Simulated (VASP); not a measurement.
# ZnGe2N (Pmmm) in VASP: a series of runs

Runs on ZnGe2N. Level: PBE. Tasks: single point, relaxation of cell and atoms.

Everything below comes from runs of VASP 6.6.1. Logs are shortened: lines on timing, memory, paths and dates and some standing lists are left out, and cuts for length are marked.

### Step 1. The cell of the first run

Symmetry: Pmmm, No. 47, orthorhombic system. The conventional cell has a = 3.184 Å, b = 3.547 Å, c = 5.747 Å, α = 90.00°, β = 90.00°, γ = 90.00°. Zn (site symmetry mmm) has 4 Ge at 2.30 Å within 3.0 Å. Within 3.0 Å of Ge (site symmetry mm2) lie 2 N at 2.13 Å and 2 Zn at 2.30 Å and 2 Ge at 2.83 to 2.92 Å. Within 2.8 Å of N (site symmetry mmm) lie 4 Ge at 2.13 Å.

The cell was built from a structure type or drawn by symmetry, and may not be a known phase.

### Step 2. Single point, PBE

The input, INCAR:

```
PREC = Accurate ; ENCUT = 520
EDIFF = 1E-6 ; ISMEAR = 0
SIGMA = 0.1 ; LREAL = F
LASPH = T ; NELM = 100
ALGO = Normal ; ISIF = 2
LWAVE = F ; LCHARG = F
GGA = PE ; NBANDS = 30
```

The input, KPOINTS:

```
regular mesh
0
Gamma
  6 6 4
```

The input, POSCAR:

```
ZnGe2N
1.0
    3.1837759700      0.0000000000      0.0000000000
    0.0000000000      3.5468822500      0.0000000000
    0.0000000000      0.0000000000      5.7467162100
Zn Ge N
1 2 1
Direct
    0.5000000000      0.5000000000      0.5000000000
    0.5000000000      0.0000000000      0.2460425300
    0.5000000000      0.0000000000      0.7539574700
    0.0000000000      0.0000000000      0.0000000000
```

Potentials or basis: VASP PAW PBE potentials, release 64 (Zn, Ge_d, N).

Started as:

```console
$ cat potpaw_PBE.64/Zn/POTCAR potpaw_PBE.64/Ge_d/POTCAR potpaw_PBE.64/N/POTCAR > POTCAR
$ mpirun -np 1 vasp_std > vasp.out
```

OUTCAR:

```text
PREC = Accurate
   ENCUT = 520
   EDIFF = 1E-6
   ISMEAR = 0
   LREAL = F
   LASPH = T
   NELM = 100
   ISIF = 2
   GGA = PE

 ion  position               nearest neighbor table
   1  0.500  0.500  0.500-   2 2.30   3 2.30   2 2.30   3 2.30
   2  0.500  0.000  0.246-   4 2.13   4 2.13   1 2.30   1 2.30   3 2.83   3 2.92
   3  0.500  0.000  0.754-   4 2.13   4 2.13   1 2.30   1 2.30   2 2.83   2 2.92
   4  0.000  0.000  0.000-   2 2.13   3 2.13   2 2.13   3 2.13

  LATTYP: Found a simple orthorhombic cell.
 ALAT       =     3.1837759700
 B/A-ratio  =     1.1140489417
 C/A-ratio  =     1.8050001835

  Lattice vectors:

 A1 = (   3.1837759700,   0.0000000000,   0.0000000000)
 A2 = (   0.0000000000,   3.5468822500,   0.0000000000)
 A3 = (   0.0000000000,   0.0000000000,   5.7467162100)

Analysis of symmetry for initial positions (statically):
=====================================================================
 Subroutine PRICEL returns:
 Original cell was already a primitive cell.

 Routine SETGRP: Setting up the symmetry group for a
 simple orthorhombic supercell.

 Subroutine GETGRP returns: Found  8 space group operations
 (whereof  8 operations were pure point group operations)
 out of a pool of  8 trial point group operations.

The static configuration has the point symmetry D_2h.

Analysis of symmetry for dynamics (positions and initial velocities):
=====================================================================
 Subroutine PRICEL returns:
 Original cell was already a primitive cell.

 Routine SETGRP: Setting up the symmetry group for a
 simple orthorhombic supercell.

 Subroutine GETGRP returns: Found  8 space group operations
 (whereof  8 operations were pure point group operations)
 out of a pool of  8 trial point group operations.

The dynamic configuration has the point symmetry D_2h.

 Subroutine INISYM returns: Found  8 space group operations
 (whereof  8 operations are pure point group operations),
 and found     1 'primitive' translations

----------------------------------------------------------------------------------------

                                     Primitive cell

  volume of cell :      64.8947

  direct lattice vectors                    reciprocal lattice vectors
     3.183775970  0.000000000  0.000000000     0.314092452  0.000000000  0.000000000
[... 84 lines left out ...]
   ISPIN  =      1    spin polarized calculation?
   LNONCOLLINEAR =      F non collinear calculations
   LSORBIT =      F    spin-orbit coupling
   LASPH  =      T    aspherical Exc in radial PAW
   ENCUT  =  520.0 eV  38.22 Ry    6.18 a.u.   5.92  6.59 10.69*2*pi/ulx,y,z
   NELM   =    100;   NELMIN=  2; NELMDL= -5     # of ELM steps
   EDIFF  = 0.1E-05   stopping-criterion for ELM
   LREAL  =      F    real-space projection
   EDIFFG = 0.1E-04   stopping-criterion for IOM
   NSW    =      0    number of steps for IOM
   IBRION =     -1    ionic relax: 0-MD 1-quasi-New 2-CG
   NFREE  =      0    steps in history (QN), initial steepest desc. (CG)
   ISIF   =      2    stress and relaxation
   ISYM   =      2    0-nonsym 1-usesym 2-fastsym
   POTIM  = 0.5000    time-step for ionic-motion
   TEBEG  =    0.0;   TEEND  =   0.0 temperature during run
   PSTRESS=    0.0 pullay stress
   NELECT =      45.0000    total number of electrons
   NUPDOWN=      -1.0000    fix difference up-down
   EMIN   =  10.00;   EMAX   =-10.00  energy-range for DOS
   EFERMI =   0.00;   METHOD = LEGACY
   ISMEAR =     0;   SIGMA  =   0.10  broadening in eV -4-tet -1-fermi 0-gaus
   EFERMI_NEDOS =   21; number of points for ismear=-14 and -15
   IALGO  =     38    algorithm
   IMIX   =      4    mixing-type and parameters
     AMIX     =   0.40;   BMIX     =  1.00
     AMIX_MAG =   1.60;   BMIX_MAG =  1.00
  volume/ion in A,a.u.               =      16.22       109.48
  Fermi-wavevector in a.u.,A,eV,Ry     =   1.449025  2.738261 28.567807  2.099675
  Thomas-Fermi vector in A             =   2.566799
   LORBIT       =      0    0 simple, 1 ext, 2 COOP (PROOUT), +10 PAW based schemes
   GGA     = PE    functional components
   LHFCALC =     F    Hartree Fock is set to
   AEXX    =    0.0000 exact exchange contribution
   IVDW    =     0    specifies the selected vdW correction
   LEPSILON=     F    determine dielectric tensor
   LRPA    =     F    only Hartree local field effects (RPA)
 non-spin polarized calculation
 Gauss-broadening in eV      SIGMA  =   0.10
  energy-cutoff  :      520.00
  volume of cell :       64.89
 maximum number of plane-waves:      1772
 NGX is ok and might be reduce to    24
   NGX = 11   NGY = 13   NGZ = 21

 number of electron      44.9999983 magnetization

 Free energy of the ion-electron system (eV)
  ---------------------------------------------------
  ext. energy  EPLUGINS =         0.00000000
  ---------------------------------------------------
  free energy    TOTEN  =       -15.59367056 eV

  energy without entropy =      -15.58935072  energy(sigma->0) =      -15.59151064

 E-fermi :   4.7099     XC(G=0): -10.7604

 val. band max:        4.6923646139   @ k =   0.0000   0.1667   0.0000
 cond. band min:       4.7550927667   @ k =   0.1667   0.5000   0.5000
 fundamental gap:      0.0627281528
 Fermi energy:         4.7099062526

 k-point     1 :       0.0000    0.0000    0.0000
  band No.  band energies     occupation
      1     -20.3584      2.00000
      2     -20.3035      2.00000
      3     -20.2766      2.00000
      4     -20.2752      2.00000
      5     -20.2697      2.00000
      6     -20.2427      2.00000
[... 781 lines left out ...]
     29      12.7892      0.00000
     30      13.7747      0.00000

 [... further k-points ...]
[... 5 lines left out ...]
  --------------------------------------------------------------------------------------
  -------------------------------------------------------------------------------------
  Total       -6.5816070     10.3107352      5.0736685     -0.0000000      0.0000000      0.0000000
  in kB     -162.4925697    254.5606056    125.2632431     -0.0000000      0.0000000      0.0000000
  external PRESSURE =      72.4437597 kB  Pullay stress =       0.0000000 kB

 VOLUME and BASIS-vectors are now :
 -----------------------------------------------------------------------------
  energy-cutoff  :      520.00
  volume of cell :       64.89
      direct lattice vectors                 reciprocal lattice vectors
     3.183775970  0.000000000  0.000000000     0.314092452  0.000000000  0.000000000
     0.000000000  3.546882250  0.000000000     0.000000000  0.281937750  0.000000000
     0.000000000  0.000000000  5.746716210     0.000000000  0.000000000  0.174012421

 POSITION                                       TOTAL-FORCE (eV/Angst)
 -----------------------------------------------------------------------------------
      1.59189      1.77344      2.87336         0.000000      0.000000      0.000000
      1.59189      0.00000      1.41394         0.000000     -0.000000     -2.627182
      1.59189      0.00000      4.33278         0.000000      0.000000      2.627182
      0.00000      0.00000      0.00000         0.000000      0.000000      0.000000
 -----------------------------------------------------------------------------------
    total drift:                                0.000000      0.000000     -0.000000

  FREE ENERGIE OF THE ION-ELECTRON SYSTEM (eV)
  ---------------------------------------------------
  free  energy   TOTEN  =       -15.5936705627 eV

  energy  without entropy=      -15.5893507181  energy(sigma->0) =      -15.59151064
```

It took 67 s on 1 thread of AMD EPYC 7R43 (Zen 3), shared host; peak memory 0.19 GiB.

Results:

```
Free energy            : -15.5937 eV
Pressure               : 7.2 GPa
Largest force          : 2.627 eV/Å
Band gap on the k mesh : zero (an odd number of electrons rules out a gap without spin polarisation)
```

Forces on the atoms (eV/Å):
```
Zn   0.000  0.000  0.000
Ge   0.000  0.000 -2.627
Ge   0.000  0.000  2.627
N    0.000  0.000  0.000
```

Levels at points of the mesh, in eV from the Fermi level:
| k point | band 20 | band 21 | band 22 | band 23 | band 24 | band 25 |
| --- | --- | --- | --- | --- | --- | --- |
| (0.00, 0.00, 0.00) | -2.55 | -1.09 | -0.76 | 1.22 | 3.43 | 3.51 |
| (0.50, 0.00, 0.00) | -5.14 | -3.25 | -0.97 | 0.76 | 4.38 | 4.60 |
| (0.00, 0.50, 0.00) | -3.20 | -2.82 | -2.36 | 0.20 | 0.59 | 5.21 |
| (0.50, 0.50, 0.00) | -4.33 | -4.07 | -2.42 | -1.29 | -0.40 | 0.82 |
| (0.00, 0.00, 0.50) | -3.29 | -2.08 | -0.08 | 1.71 | 2.83 | 4.04 |
| (0.50, 0.00, 0.50) | -2.45 | -0.96 | -0.73 | 0.72 | 1.05 | 1.27 |
| (0.00, 0.50, 0.50) | -3.82 | -3.66 | -3.18 | 0.20 | 2.92 | 4.54 |
| (0.50, 0.50, 0.50) | -3.99 | -2.34 | -2.20 | -0.13 | 0.19 | 1.42 |

Caveat: the cell stands under pressure; forces of over 1 eV/Å act on the atoms, so gaps and moduli don't describe the material at rest.

### Step 3. Single point, PBE

This run uses another cell than the first one, of 17.71 Å³/atom.

Edit INCAR of step 2 so:

```diff
@@ -3,3 +3,3 @@
 SIGMA = 0.1 ; LREAL = F
-LASPH = T ; NELM = 100
+LASPH = T ; NELM = 80
 ALGO = Normal ; ISIF = 2
```

The input, KPOINTS:

```
Automatic mesh
0
Gamma
  6 6 4
```

The input, POSCAR:

```
ZnGe2N
1.0
    2.8627297812      0.0000000000      0.0000000000
    0.0000000000      4.0239003885      0.0000000000
    0.0000000000      0.0000000000      6.1497537127
Zn Ge N
1 2 1
Direct
    0.5000000000      0.5000000000      0.5000000000
    0.5000000000      0.0000000000      0.2317757021
    0.5000000000      0.0000000000      0.7682242979
    0.0000000000      0.0000000000      0.0000000000
```

Potentials or basis: VASP PAW PBE potentials, release 64 (Zn, Ge_d, N).

Started as:

```console
$ cat potpaw_PBE.64/Zn/POTCAR potpaw_PBE.64/Ge_d/POTCAR potpaw_PBE.64/N/POTCAR > POTCAR
$ mpirun -np 1 vasp_std > vasp.out
```

It took 72 s on 1 thread of AMD EPYC 7R43 (Zen 3), shared host; peak memory 0.2 GiB.

Results (log left out):

```yaml
Free_energy: -16.8095 eV
Pressure: 0.0 GPa
Band_gap_on_the_k_mesh: zero (an odd number of electrons rules out a gap without spin polarisation)
```

Stress tensor (GPa, compression positive):
```
-0.06  0.00  0.00
 0.00  0.10  0.00
 0.00  0.00 -0.07
```

Levels at points of the mesh, in eV from the Fermi level:
```csv
k point,band 20,band 21,band 22,band 23,band 24,band 25
"(0.00, 0.00, 0.00)",-3.10,-2.11,-0.38,0.42,1.29,1.37
"(0.50, 0.00, 0.00)",-4.81,-2.77,-1.98,0.75,3.48,3.72
"(0.00, 0.50, 0.00)",-3.24,-3.06,-2.78,-0.91,1.37,4.52
"(0.50, 0.50, 0.00)",-4.37,-2.75,-2.65,-0.84,-0.05,0.39
"(0.00, 0.00, 0.50)",-3.79,-3.08,-1.12,1.45,2.57,3.35
"(0.50, 0.00, 0.50)",-2.38,-1.98,-0.94,0.15,0.69,1.43
"(0.00, 0.50, 0.50)",-4.83,-4.38,-3.06,-0.14,3.23,3.77
"(0.50, 0.50, 0.50)",-2.53,-2.38,-1.11,-1.06,0.03,0.58
```

Caveat: the k points lie up to 0.37 Å⁻¹ apart, too coarse for converged energies and pressures of a metal.

### Step 4. Relaxation of cell and atoms, PBE

The input, INCAR:

```
SYSTEM = ZnGe2N
PREC     = Accurate       ! precision mode
ENCUT    = 600            ! plane-wave cutoff, eV
EDIFF    = 1E-7           ! SCF threshold, eV
ISMEAR   = 0              ! smearing method
SIGMA    = 0.1            ! smearing width, eV
LREAL    = .FALSE.        ! projectors in reciprocal space
LASPH    = .TRUE.         ! aspherical terms in the spheres
NELM     = 60             ! most SCF steps
ALGO     = Normal         ! electronic algorithm
ISIF     = 3              ! what is computed and relaxed
LWAVE    = .FALSE.        ! write WAVECAR
LCHARG   = .FALSE.        ! write CHGCAR
GGA      = PE             ! functional
IBRION   = 2              ! ionic algorithm
NSW      = 90             ! ionic steps
EDIFFG   = -0.04          ! ionic threshold
```

The input, KPOINTS:

```
Automatic mesh
0
G
  6 6 4
  0 0 0
```

The input, POSCAR:

```
ZnGe2N
1.0
    3.1837759700      0.0000000000      0.0000000000
    0.0000000000      3.5468822500      0.0000000000
    0.0000000000      0.0000000000      5.7467162100
Zn Ge N
1 2 1
Direct
    0.5000000000      0.5000000000      0.5000000000
    0.5000000000      0.0000000000      0.2460425300
    0.5000000000      0.0000000000      0.7539574700
    0.0000000000      0.0000000000      0.0000000000
```

Started as:

```console
$ cat potpaw_PBE.64/Zn/POTCAR potpaw_PBE.64/Ge_d/POTCAR potpaw_PBE.64/N/POTCAR > POTCAR
$ mpirun -np 1 vasp_std > vasp.out
```

Wall time 9.8 min (1 thread of AMD EPYC 7R43 (Zen 3), shared host); peak memory 0.22 GiB.

The run converged. Its results:

```
Free energy                           : -16.8086 eV
Relaxed volume                        : 17.67 Å³/atom
Relaxed cell                          : a = 2.867 Å, b = 4.015 Å, c = 6.141 Å, α = 90.00°, β = 90.00°, γ = 90.00°
Space group after relaxing (to 0.1 Å) : Pmmm (No. 47)
Energy gained by relaxing             : 303.3 meV/atom
Ionic steps                           : 12
Pressure after relaxing               : 0.1 GPa
Largest force after relaxing          : 0.011 eV/Å
Band gap on the k mesh                : zero (an odd number of electrons rules out a gap without spin polarisation)
```

Forces in eV/Å, atoms in the order of the input:
```
Zn   0.000  0.000  0.000
Ge   0.000  0.000 -0.011
Ge   0.000  0.000  0.011
N    0.000  0.000  0.000
```

Stress tensor (GPa, compression positive):
```
-0.26  0.00  0.00
 0.00  0.34  0.00
 0.00  0.00  0.23
```

The path:
| step | energy change (eV) | largest force (eV/Å) | pressure (GPa) | volume (Å³) |
| --- | --- | --- | --- | --- |
| 1 | 0.0000 | 2.6282 | 7.21 | 64.89 |
| 2 | -1.1433 | 0.9551 | 0.78 | 71.25 |
| 3 | -1.1438 | 0.8618 | 0.74 | 71.06 |
| 4 | -1.1931 | 0.3215 | -2.07 | 72.27 |
| 5 | -1.2028 | 0.0073 | -1.38 | 71.93 |
| 6 | -1.2100 | 0.0616 | 0.09 | 70.59 |
| 7 | -1.2101 | 0.0533 | -0.05 | 70.73 |
| 8 | -1.2110 | 0.0687 | 0.10 | 70.64 |
| 9 | -1.2118 | 0.1001 | 0.38 | 70.45 |
| 10 | -1.2122 | 0.0740 | 0.32 | 70.50 |
| 11 | -1.2128 | 0.0062 | 0.10 | 70.63 |
| 12 | -1.2132 | 0.0115 | 0.10 | 70.67 |

Final structure:
```xyz
4
Lattice="2.8669 0.0000 0.0000 0.0000 4.0145 0.0000 0.0000 0.0000 6.1407" Properties=species:S:1:pos:R:3 pbc="T T T"
Zn    1.4334    2.0073    3.0703
Ge    1.4334    0.0000    1.4246
Ge    1.4334    0.0000    4.7161
N     0.0000    0.0000    0.0000
```

Levels at points of the mesh, in eV from the Fermi level:
```csv
k point,band 20,band 21,band 22,band 23,band 24,band 25,band 26,band 27
"(0.00, 0.00, 0.00)",-3.10,-2.08,-0.34,0.44,1.33,1.38,4.87,6.45
"(0.50, 0.00, 0.00)",-4.82,-2.77,-1.96,0.76,3.50,3.74,4.18,4.81
"(0.00, 0.50, 0.00)",-3.23,-3.07,-2.77,-0.88,1.36,4.55,7.33,7.53
"(0.50, 0.50, 0.00)",-4.38,-2.76,-2.64,-0.82,-0.06,0.40,3.75,4.12
"(0.00, 0.00, 0.50)",-3.76,-3.09,-1.10,1.51,2.57,3.39,3.75,4.41
"(0.50, 0.00, 0.50)",-2.38,-1.96,-0.93,0.17,0.70,1.43,2.31,5.61
"(0.00, 0.50, 0.50)",-4.79,-4.36,-3.06,-0.13,3.27,3.75,5.40,6.78
"(0.50, 0.50, 0.50)",-2.52,-2.39,-1.13,-1.04,0.04,0.61,1.59,1.73
```

### Step 5. Single point, PBE

This run uses another cell than the first one, of 17.59 Å³/atom.

The input, INCAR:

```
PREC = Accurate ; ENCUT = 520
EDIFF = 1E-7 ; ISMEAR = 0
SIGMA = 0.1 ; LREAL = False
LASPH = True ; NELM = 80
ALGO = Normal ; ISIF = 2
LWAVE = False ; LCHARG = False
GGA = PE ; NBANDS = 30
```

The input, KPOINTS:

```
regular mesh
0
Gamma
  16 12 8
```

The input, POSCAR:

```
ZnGe2N
1.0
    2.8616136781      0.0000000000      0.0000000000
    0.0000000000      3.9836762530      0.0000000000
    0.0000000000      0.0000000000      6.1733920317
Zn Ge N
1 2 1
Direct
    0.5000000000      0.5000000000      0.5000000000
    0.5000000000      0.0000000000      0.2305316147
    0.5000000000      0.0000000000      0.7694683853
    0.0000000000      0.0000000000      0.0000000000
```

Started as:

```console
$ cat potpaw_PBE.64/Zn/POTCAR potpaw_PBE.64/Ge_d/POTCAR potpaw_PBE.64/N/POTCAR > POTCAR
$ mpirun -np 1 vasp_std > vasp.out
```

It took 8.9 min on 1 thread of AMD EPYC 7R43 (Zen 3), shared host; peak memory 0.62 GiB.

It converged, with:

```
Free energy            : -16.8352 eV
Pressure               : 0.1 GPa
Largest force          : 0.007 eV/Å
Band gap on the k mesh : zero (an odd number of electrons rules out a gap without spin polarisation)
```

Forces on the atoms (eV/Å):
```
Zn   0.000  0.000  0.000
Ge   0.000  0.000  0.007
Ge   0.000  0.000 -0.007
N    0.000  0.000  0.000
```

Stress tensor (GPa, compression positive):
```
0.03 0.00 0.00
0.00 0.06 0.00
0.00 0.00 0.15
```

Levels at points of the mesh, in eV from the Fermi level:
```csv
k point,band 20,band 21,band 22,band 23,band 24,band 25,band 26,band 27
"(0.00, 0.00, 0.00)",-3.14,-2.20,-0.40,0.49,1.32,1.44,4.89,6.43
"(0.50, 0.00, 0.00)",-4.85,-2.81,-1.98,0.82,3.41,3.75,4.16,4.83
"(0.00, 0.50, 0.00)",-3.29,-3.10,-2.86,-0.96,1.32,4.47,7.33,7.42
"(0.50, 0.50, 0.00)",-4.38,-2.78,-2.68,-0.82,-0.14,0.37,3.66,4.05
"(0.00, 0.00, 0.50)",-3.78,-3.12,-1.04,1.59,2.52,3.38,3.76,4.32
"(0.50, 0.00, 0.50)",-2.48,-1.98,-0.98,0.09,0.63,1.50,2.32,5.74
"(0.00, 0.50, 0.50)",-4.85,-4.40,-3.09,-0.20,3.13,3.72,5.32,6.81
"(0.50, 0.50, 0.50)",-2.57,-2.40,-1.20,-1.11,0.02,0.55,1.55,1.73
```

### Step 6. Summary

```csv
task,cell,k mesh,cutoff (eV),gap on the mesh (eV),pressure (GPa),largest force (eV/Å)
single point,"a = 3.184, b = 3.547, c = 5.747 Å, 4 atoms, atomic positions A",6 × 6 × 4,520,none,7.2,2.63
single point,"a = 2.863, b = 4.024, c = 6.150 Å, 4 atoms, atomic positions B",6 × 6 × 4,520,none,0.0,-
relaxation of cell and atoms,"relaxed from a = 3.184, b = 3.547, c = 5.747 Å, 4 atoms, atomic positions A",6 × 6 × 4,600,none,0.1,0.01
single point,"a = 2.862, b = 3.984, c = 6.173 Å, 4 atoms, atomic positions B",16 × 12 × 8,520,none,0.1,0.01
```

Alike in all rows: level PBE; potentials or basis VASP PAW PBE potentials, release 64 (Zn, Ge_d, N); no spin polarisation; smearing gaussian 0.1 eV.

Caveats: some runs use coarse meshes; the cell stands under pressure (at least some runs); forces of over 1 eV/Å act on the atoms, so gaps and moduli don't describe the material at rest (at least some runs).

Total energies depend on the potentials used, so only differences within one code and one set of settings carry meaning.
